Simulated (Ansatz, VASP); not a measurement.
**One calculation of GaP, two programs**

```xyz
2
Lattice="0.0000 2.6957 2.6957 2.6957 0.0000 2.6957 2.6957 2.6957 0.0000" Properties=species:S:1:pos:R:3 pbc="T T T"
Ga    0.0000    0.0000    0.0000
P     4.0436    4.0436    4.0436
```

Alike in both runs: functional LDA; k mesh 8 × 8 × 8; occupations gaussian, width 0.02 eV; no spin polarisation.

Ansatz relaxed the structure, and its values are those at the end. VASP's run is a single point on that final structure, the one shown.

```csv
,VASP,Ansatz
version,VASP 6.6.1,Ansatz 0.2.0
potentials or method,"VASP PAW LDA potentials, release 64 (Ga_d, P), cutoff 520 eV","scalar-relativistic, plane waves, PAW"
valence electrons in the cell,18,18
```

Ansatz gave:

```
gap on the k mesh at the Fermi level (eV) : 1.43
least direct gap on the mesh (eV)         : 1.88
pressure (GPa)                            : 0.0
```

Which values does VASP return?

gap on the k mesh at the Fermi level (eV): 1.43; least direct gap on the mesh (eV): 1.91; pressure (GPa): 0.1.

Ansatz warns that its potentials were made for another functional, while VASP's fit it. LDA's correlation is that of Perdew and Zunger in VASP and of Perdew and Wang (1992) in Ansatz.
